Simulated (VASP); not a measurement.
Wanted: the native input for a VASP 6.6.1 run.

- Task: single point
- Functional: LDA
- Potentials or basis: VASP PAW LDA potentials, release 64 (Zn, O)
- Cutoff: 520 eV
- k mesh: 11 × 11 × 6
- Occupations: fermi-dirac, width 0.02 eV
- Spin: no spin polarisation
- Dipole correction: no
- Further INCAR settings: ALGO = Normal; EDIFF = 1e-06; NBANDS = 26

The structure of ZnO lies in POSCAR:

```
ZnO
1.0
    3.2921588739      0.0000000000      0.0000000000
   -1.6460794369      2.8510932180      0.0000000000
    0.0000000000      0.0000000000      5.2722789056
Zn O
2 2
Direct
    0.3333333333      0.6666666667      0.0000000000
    0.6666666667      0.3333333333      0.5000000000
    0.3333333333      0.6666666667      0.3821000000
    0.6666666667      0.3333333333      0.8821000000
```

These files were run (other wordings do the same):

INCAR

```
PREC = Accurate
ENCUT = 520
EDIFF = 1E-6
ISMEAR = -1
SIGMA = 0.02
LREAL = False
LASPH = True
NELM = 80
ALGO = Normal
ISIF = 2
LWAVE = False
LCHARG = True
LELF = True
LVHAR = True
NBANDS = 26
```

KPOINTS

```
Automatic mesh
0
Gamma
  11 11 6
```

Potentials or basis: VASP PAW LDA potentials, release 64 (Zn, O).

Command:

```sh
$ cat potpaw_LDA.64/Zn/POTCAR potpaw_LDA.64/O/POTCAR > POTCAR
$ mpirun -np 1 vasp_std > vasp.out
```

It gave:

| Property | Result |
| --- | --- |
| Pressure | -10.8 GPa |
| Largest force | 0.040 eV/Å |
| Band gap on the k mesh | 0.68 eV |

Caveat: the cell stands under tension.

Run time: 37 s on 1 thread of AMD EPYC 9R45 96-Core Processor (Zen 5), with other jobs on the host, peak memory 0.16 GiB.
